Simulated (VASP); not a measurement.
# In (R-3m) in VASP: a series of runs

The runs below take In through electric field gradients, with PBE.

Everything below comes from runs of VASP 6.6.1. Logs are shortened: lines on timing, memory, paths and dates and some standing lists are left out, and cuts for length are marked.

### 1 The cell of the first run

It takes space group R-3m (No. 166, trigonal). The conventional cell has a = 3.373 Å, b = 3.373 Å, c = 24.622 Å, α = 90.00°, β = 90.00°, γ = 120.00°. In (site symmetry -3m) has 12 In at 3.36 to 3.37 Å within 4.4 Å. In (site symmetry 3m) has 12 In at 3.35 to 3.37 Å within 4.4 Å.

### 2 Electric field gradients, PBE (equal xx and yy strain of +1 %)

Input file INCAR:

```
ALGO     = Normal         # electronic algorithm
EDIFF    = 1E-8           # SCF threshold, eV
ENCUT    = 400            # plane-wave cutoff, eV
GGA      = PE             # functional
GGA_COMPAT= False        
ISIF     = 2              # what is computed and relaxed
ISMEAR   = -1             # smearing method
LASPH    = True           # aspherical terms in the spheres
LCHARG   = False          # write CHGCAR
LEFG     = True         
LREAL    = False          # projectors in reciprocal space
LWAVE    = False          # write WAVECAR
NBANDS   = 26             # bands
NELM     = 120            # most SCF steps
PREC     = Accurate       # precision mode
SIGMA    = 0.05           # smearing width, eV
```

Input file KPOINTS:

```
k-points
0
Gamma
  14 14 14
```

Input file POSCAR:

```
In
1.0
    1.6863331848      0.9736049182      8.2074632500
   -1.6863331848      0.9736049182      8.2074632500
    0.0000000000     -1.9472098363      8.2074632500
In
3
Direct
    0.0000000000      0.0000000000      0.0000000000
    0.7780122400      0.7780122400      0.7780122400
    0.2219877600      0.2219877600      0.2219877600
```

Potentials or basis: VASP PAW PBE potentials, release 64 (In_d).

Command:

```console
> cat potpaw_PBE.64/In_d/POTCAR > POTCAR
> mpirun -np 1 vasp_std > vasp.out
```

OUTCAR:

```text
EDIFF = 1E-8
   ENCUT = 400
   GGA = PE
   ISIF = 2
   ISMEAR = -1
   LASPH = True
   LREAL = False
   NELM = 120
   PREC = Accurate

 ion  position               nearest neighbor table
   1  0.000  0.000  0.000-   2 3.36   3 3.36   2 3.36   2 3.36   3 3.36   3 3.36
   2  0.778  0.778  0.778-   3 3.35   3 3.35   3 3.35   1 3.36   1 3.36   1 3.36
   3  0.222  0.222  0.222-   2 3.35   2 3.35   2 3.35   1 3.36   1 3.36   1 3.36

  LATTYP: Found a trigonal (rhomboedric) cell.
 ALAT       =     8.4352877335
 COS(alpha) =     0.9200686835

  Lattice vectors:

 A1 = (   1.6863331848,   0.9736049182,   8.2074632500)
 A2 = (  -1.6863331848,   0.9736049182,   8.2074632500)
 A3 = (   0.0000000000,  -1.9472098363,   8.2074632500)

Analysis of symmetry for initial positions (statically):
=====================================================================
 Subroutine PRICEL returns:
 Original cell was already a primitive cell.

 Routine SETGRP: Setting up the symmetry group for a
 trigonal (rhombohedral) supercell.

 Subroutine GETGRP returns: Found 12 space group operations
 (whereof 12 operations were pure point group operations)
 out of a pool of 12 trial point group operations.

The static configuration has the point symmetry D_3d.

Analysis of symmetry for dynamics (positions and initial velocities):
=====================================================================
 Subroutine PRICEL returns:
 Original cell was already a primitive cell.

 Routine SETGRP: Setting up the symmetry group for a
 trigonal (rhombohedral) supercell.

 Subroutine GETGRP returns: Found 12 space group operations
 (whereof 12 operations were pure point group operations)
 out of a pool of 12 trial point group operations.

The dynamic configuration has the point symmetry D_3d.

 Subroutine INISYM returns: Found 12 space group operations
 (whereof 12 operations are pure point group operations),
 and found     1 'primitive' translations

----------------------------------------------------------------------------------------

                                     Primitive cell

  volume of cell :      80.8512

  direct lattice vectors                    reciprocal lattice vectors
[... 130 lines left out ...]
  ext. energy  EPLUGINS =         0.00000000
  ---------------------------------------------------
  free energy    TOTEN  =        -7.66432819 eV

  energy without entropy =       -7.65157221  energy(sigma->0) =       -7.65795020

 E-fermi :   7.2133     XC(G=0): -10.1134

 val. band max:        7.2132432878   @ k =  -0.2143  -0.4286   0.1429
 cond. band min:       7.2252302718   @ k =  -0.3571   0.3571   0.1429
 fundamental gap:      0.0119869840
 Fermi energy:         7.2132915869

 k-point     1 :       0.0000    0.0000    0.0000
  band No.  band energies     occupation
      1      -7.4491      2.00000
      2      -7.4466      2.00000
      3      -7.4088      2.00000
      4      -7.4088      2.00000
      5      -7.4073      2.00000
      6      -7.3863      2.00000
[... 685 lines left out ...]
     25      13.4596      0.00000
     26      14.7607      0.00000

 [... further k-points ...]

------------------------ aborting loop because EDIFF is reached ----------------------------------------

  FORCE on cell =-STRESS in cart. coord.  units (eV):
  Direction    XX          YY          ZZ          XY          YZ          ZX
  --------------------------------------------------------------------------------------
  -------------------------------------------------------------------------------------
  Total        0.3730994      0.3730994      0.5203836      0.0000000      0.0000000      0.0000000
  in kB        7.3934790      7.3934790     10.3121169      0.0000000      0.0000000      0.0000000
  external PRESSURE =       8.3663583 kB  Pullay stress =       0.0000000 kB

 VOLUME and BASIS-vectors are now :
 -----------------------------------------------------------------------------
  energy-cutoff  :      400.00
  volume of cell :       80.85
      direct lattice vectors                 reciprocal lattice vectors
     1.686333185  0.973604918  8.207463250     0.296501311  0.171185112  0.040613442
    -1.686333185  0.973604918  8.207463250    -0.296501311  0.171185112  0.040613442
     0.000000000 -1.947209836  8.207463250     0.000000000 -0.342370223  0.040613442

 POSITION                                       TOTAL-FORCE (eV/Angst)
 -----------------------------------------------------------------------------------
      0.00000      0.00000      0.00000         0.000000      0.000000      0.000000
      0.00000      0.00000     19.15652         0.000000     -0.000000     -0.010098
      0.00000      0.00000      5.46587         0.000000      0.000000      0.010098
 -----------------------------------------------------------------------------------
    total drift:                                0.000000      0.000000     -0.000000

  FREE ENERGIE OF THE ION-ELECTRON SYSTEM (eV)
  ---------------------------------------------------
  free  energy   TOTEN  =        -7.6643281939 eV

  energy  without entropy=       -7.6515722082  energy(sigma->0) =       -7.65795020

 Electric field gradients (V/A^2)
---------------------------------------------------------------------
 ion       V_xx      V_yy      V_zz      V_xy      V_xz      V_yz
---------------------------------------------------------------------
   1      -0.139    -0.139     0.278     0.000     0.000    -0.000
   2       3.493     3.493    -6.987     0.000     0.000    -0.000
   3       3.493     3.493    -6.987     0.000    -0.000    -0.000
---------------------------------------------------------------------

 Electric field gradients after diagonalization (V/A^2)
 (convention: |V_zz| > |V_xx| > |V_yy|)
----------------------------------------------------------------------
 ion       V_xx      V_yy      V_zz     asymmetry (V_yy - V_xx)/ V_zz
----------------------------------------------------------------------
   1      -0.139    -0.139     0.278       0.000
   2       3.493     3.493    -6.987       0.000
   3       3.493     3.493    -6.987       0.000
----------------------------------------------------------------------

           NMR quadrupolar parameters

 Cq : quadrupolar parameter    Cq=e*Q*V_zz/h
 eta: asymmetry parameters     (V_yy - V_xx)/ V_zz
 Q  : nuclear electric quadrupole moment in mb (millibarn)
----------------------------------------------------------------------
 ion       Cq(MHz)       eta       Q (mb)
----------------------------------------------------------------------
   1       0.001       0.000       1.000
   2      -0.017       0.000       1.000
   3      -0.017       0.000       1.000
----------------------------------------------------------------------
```

stdout:

```text
POSCAR found type information on POSCAR In
 POSCAR found :  1 types and       3 ions
 scaLAPACK will be used
 LDA part: xc-table for (Slater+PW92), standard interpolation
 POSCAR, INCAR and KPOINTS ok, starting setup
 FFT: planning ... GRIDC
 FFT: planning ... GRID_SOFT
 FFT: planning ... GRID
 WAVECAR not read
 entering main loop
ion   1

ion   2

ion   3
```

Run time: 35 min. Hardware: 1 thread of AMD EPYC 7R43 (Zen 3), shared host; peak memory 0.58 GiB.

Results:

- Free energy: -7.6643 eV
- Pressure: 0.8 GPa
- Largest force: 0.010 eV/Å
- Band gap on the k mesh: zero (an odd number of electrons rules out a gap without spin polarisation)
- Largest electric field gradient by atom: In +0.3, -7.0 (each value once) V/Å²

Forces in eV/Å, atoms in the order of the input:
```
In   0.000  0.000  0.000
In   0.000  0.000 -0.010
In   0.000  0.000  0.010
```

Electric field gradients, principal values (V/Å²):
```tsv
atom	least	middle	greatest (by size)
1 In	-0.139	-0.139	0.278
2 In	3.493	3.493	-6.987
3 In	3.493	3.493	-6.987
```

Caveat: the cell differs from its parent crystal (equal xx and yy strain of +1 %); without QUAD_EFG the Cq values of the log hold for a quadrupole moment of 1 mb, not for the nuclei; spin-orbit coupling is left out, which moves the levels of the heavy elements.

### 3 Electric field gradients, PBE

This run uses another cell than the first one, of 26.42 Å³/atom.

Input file INCAR:

```
SYSTEM = In
PREC = Accurate
ENCUT = 520
EDIFF = 1E-8
ISMEAR = -1
SIGMA = 0.05
LREAL = .FALSE.
LASPH = .TRUE.
NELM = 80
ALGO = Normal
ISIF = 2
LWAVE = .FALSE.
LCHARG = .FALSE.
GGA = PE
LEFG = .TRUE.
NBANDS = 26
```

Input file KPOINTS:

```
Automatic mesh
0
G
  14 14 14
  0 0 0
```

Input file POSCAR:

```
In
1.0
    1.6696368166      0.9639652655      8.2074632500
   -1.6696368166      0.9639652655      8.2074632500
    0.0000000000     -1.9279305310      8.2074632500
In
3
Direct
    0.0000000000      0.0000000000      0.0000000000
    0.7780122400      0.7780122400      0.7780122400
    0.2219877600      0.2219877600      0.2219877600
```

Potentials or basis: VASP PAW PBE potentials, release 64 (In_d).

Command:

```console
> cat potpaw_PBE.64/In_d/POTCAR > POTCAR
> mpirun -np 1 vasp_std > vasp.out
```

OUTCAR:

```text
SYSTEM = In
   PREC = Accurate
   ENCUT = 520
   EDIFF = 1E-8
   ISMEAR = -1
   LREAL = .FALSE.
   LASPH = .TRUE.
   NELM = 80
   ISIF = 2
   GGA = PE

 ion  position               nearest neighbor table
   1  0.000  0.000  0.000-   2 3.35   3 3.35   2 3.35   2 3.35   3 3.35   3 3.35
   2  0.778  0.778  0.778-   3 3.34   3 3.34   3 3.34   1 3.35   1 3.35   1 3.35
   3  0.222  0.222  0.222-   2 3.34   2 3.34   2 3.34   1 3.35   1 3.35   1 3.35

  LATTYP: Found a trigonal (rhomboedric) cell.
 ALAT       =     8.4308581492
 COS(alpha) =     0.9215612875

  Lattice vectors:

 A1 = (   1.6696368166,   0.9639652655,   8.2074632500)
 A2 = (  -1.6696368166,   0.9639652655,   8.2074632500)
 A3 = (   0.0000000000,  -1.9279305310,   8.2074632500)

Analysis of symmetry for initial positions (statically):
=====================================================================
 Subroutine PRICEL returns:
 Original cell was already a primitive cell.

 Routine SETGRP: Setting up the symmetry group for a
 trigonal (rhombohedral) supercell.

 Subroutine GETGRP returns: Found 12 space group operations
 (whereof 12 operations were pure point group operations)
 out of a pool of 12 trial point group operations.

The static configuration has the point symmetry D_3d.

Analysis of symmetry for dynamics (positions and initial velocities):
=====================================================================
 Subroutine PRICEL returns:
 Original cell was already a primitive cell.

 Routine SETGRP: Setting up the symmetry group for a
 trigonal (rhombohedral) supercell.

[... 167 lines left out ...]
      6      -7.1850      2.00000
[... 685 lines left out ...]
     25      13.8103      0.00000
     26      15.1153      0.00000

 [... further k-points ...]

------------------------ aborting loop because EDIFF is reached ----------------------------------------

  FORCE on cell =-STRESS in cart. coord.  units (eV):
  Direction    XX          YY          ZZ          XY          YZ          ZX
  --------------------------------------------------------------------------------------
  -------------------------------------------------------------------------------------
  Total        0.7869522      0.7869522      0.9088932      0.0000000     -0.0000000      0.0000000
  in kB       15.9079902     15.9079902     18.3729897      0.0000000     -0.0000000      0.0000000
  external PRESSURE =      16.7296567 kB  Pullay stress =       0.0000000 kB

 VOLUME and BASIS-vectors are now :
 -----------------------------------------------------------------------------
  energy-cutoff  :      520.00
  volume of cell :       79.26
      direct lattice vectors                 reciprocal lattice vectors
     1.669636817  0.963965265  8.207463250     0.299466324  0.172896963  0.040613442
    -1.669636817  0.963965265  8.207463250    -0.299466324  0.172896963  0.040613442
     0.000000000 -1.927930531  8.207463250     0.000000000 -0.345793926  0.040613442

 POSITION                                       TOTAL-FORCE (eV/Angst)
 -----------------------------------------------------------------------------------
      0.00000      0.00000      0.00000         0.000000     -0.000000     -0.000000
      0.00000      0.00000     19.15652         0.000000     -0.000000     -0.017523
      0.00000      0.00000      5.46587         0.000000      0.000000      0.017523
 -----------------------------------------------------------------------------------
    total drift:                                0.000000      0.000000     -0.000000

  FREE ENERGIE OF THE ION-ELECTRON SYSTEM (eV)
  ---------------------------------------------------
  free  energy   TOTEN  =        -7.6518433977 eV

  energy  without entropy=       -7.6389715532  energy(sigma->0) =       -7.64540748

 Electric field gradients (V/A^2)
---------------------------------------------------------------------
 ion       V_xx      V_yy      V_zz      V_xy      V_xz      V_yz
---------------------------------------------------------------------
   1      -1.254    -1.254     2.508     0.000     0.000    -0.000
   2       2.257     2.257    -4.515    -0.000     0.000    -0.000
   3       2.257     2.257    -4.515     0.000     0.000    -0.000
---------------------------------------------------------------------

 Electric field gradients after diagonalization (V/A^2)
 (convention: |V_zz| > |V_xx| > |V_yy|)
----------------------------------------------------------------------
 ion       V_xx      V_yy      V_zz     asymmetry (V_yy - V_xx)/ V_zz
----------------------------------------------------------------------
   1      -1.254    -1.254     2.508       0.000
   2       2.257     2.257    -4.515       0.000
   3       2.257     2.257    -4.515       0.000
----------------------------------------------------------------------

           NMR quadrupolar parameters

 Cq : quadrupolar parameter    Cq=e*Q*V_zz/h
 eta: asymmetry parameters     (V_yy - V_xx)/ V_zz
 Q  : nuclear electric quadrupole moment in mb (millibarn)
----------------------------------------------------------------------
 ion       Cq(MHz)       eta       Q (mb)
----------------------------------------------------------------------
   1       0.006       0.000       1.000
   2      -0.011       0.000       1.000
   3      -0.011       0.000       1.000
----------------------------------------------------------------------
```

OSZICAR:

```text
N       E                     dE             d eps       ncg     rms          rms(c)
DAV:   1     0.348683965454E+03    0.34868E+03   -0.18837E+04 14986   0.204E+03
DAV:   2     0.225309525346E+02   -0.32615E+03   -0.32192E+03 14984   0.443E+02
DAV:   3    -0.665606737694E+01   -0.29187E+02   -0.28926E+02 17696   0.159E+02
DAV:   4    -0.767769505915E+01   -0.10216E+01   -0.10198E+01 18158   0.327E+01
DAV:   5    -0.773244864908E+01   -0.54754E-01   -0.54748E-01 23614   0.578E+00    0.394E+00
DAV:   6    -0.766576227821E+01    0.66686E-01   -0.13623E-01 19376   0.539E+00    0.191E+00
DAV:   7    -0.765260641566E+01    0.13156E-01   -0.43365E-02 20244   0.278E+00    0.395E-01
DAV:   8    -0.765180115683E+01    0.80526E-03   -0.32880E-03 17628   0.750E-01    0.451E-02
DAV:   9    -0.765183743146E+01   -0.36275E-04   -0.12424E-04 23836   0.906E-02    0.197E-02
DAV:  10    -0.765184255692E+01   -0.51255E-05   -0.14039E-05 19488   0.499E-02    0.658E-03
DAV:  11    -0.765184354746E+01   -0.99054E-06   -0.13551E-06 18426   0.150E-02    0.145E-03
DAV:  12    -0.765184348394E+01    0.63527E-07   -0.89843E-08 20198   0.249E-03    0.884E-04
DAV:  13    -0.765184337960E+01    0.10434E-06   -0.33380E-09  9000   0.113E-03    0.912E-05
DAV:  14    -0.765184339550E+01   -0.15907E-07   -0.13125E-09  8524   0.574E-04    0.691E-05
DAV:  15    -0.765184339771E+01   -0.22110E-08   -0.56571E-10  8418   0.405E-04
   1 F= -.76518434E+01 E0= -.76454075E+01  d E =-.128718E-01
```

Wall time 66 min (1 thread of Oxide Virtual Turin-like, shared host); peak memory 0.78 GiB.

What came out:

| Quantity | Value |
| --- | --- |
| Free energy | -7.6518 eV |
| Pressure | 1.7 GPa |
| Largest force | 0.018 eV/Å |
| Band gap on the k mesh | zero (an odd number of electrons rules out a gap without spin polarisation) |
| Largest electric field gradient by atom | In +2.5, -4.5 (each value once) V/Å² |

Forces on the atoms (eV/Å):
```
In   0.000  0.000  0.000
In   0.000  0.000 -0.018
In   0.000  0.000  0.018
```

Stress tensor (GPa, compression positive):
```
1.59 0.00 0.00
0.00 1.59 0.00
0.00 0.00 1.84
```

Electric field gradients, principal values (V/Å²):
```csv
atom,least,middle,greatest (by size)
1 In,-1.254,-1.254,2.508
2 In,2.257,2.257,-4.515
3 In,2.257,2.257,-4.515
```

Caveat: without QUAD_EFG the Cq values of the log hold for a quadrupole moment of 1 mb, not for the nuclei; spin-orbit coupling is left out, which moves the levels of the heavy elements.
